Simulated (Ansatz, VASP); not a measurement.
**One calculation of CdTe, two programs**

```
CELL_PARAMETERS angstrom
0.00000 3.04090 3.04090
3.04090 0.00000 3.04090
3.04090 3.04090 0.00000
ATOMIC_POSITIONS crystal
Cd 0.00000 0.00000 0.00000
Te 0.50000 0.50000 0.50000
```

Alike in both runs: functional r2SCAN; k mesh 13 × 13 × 13; occupations fermi-dirac, width 0.05 eV; no spin polarisation.

Ansatz relaxed the structure, and its values are those at the end. VASP's run is a single point on that final structure, the one shown.

```csv
,VASP,Ansatz
version,VASP 6.6.1,Ansatz 0.2.0
potentials or method,"VASP PAW PBE potentials, release 64 (Cd, Te)","PAW with Ansatz's default frozen-core files, scalar-relativistic"
plane-wave cutoff (eV),520,500
valence electrons in the cell,18,36
```

VASP gave:

```
pressure (GPa) : 0.2
```

Question: Which values does Ansatz return?

Answer: Pressure (GPa): 0.0.

VASP's potentials were made for PBE, not for r2SCAN. VASP's potentials hold 18 valence electrons a cell and Ansatz's 36, so a difference there can come from the potentials and not from the codes.

Spin-orbit coupling is off throughout.
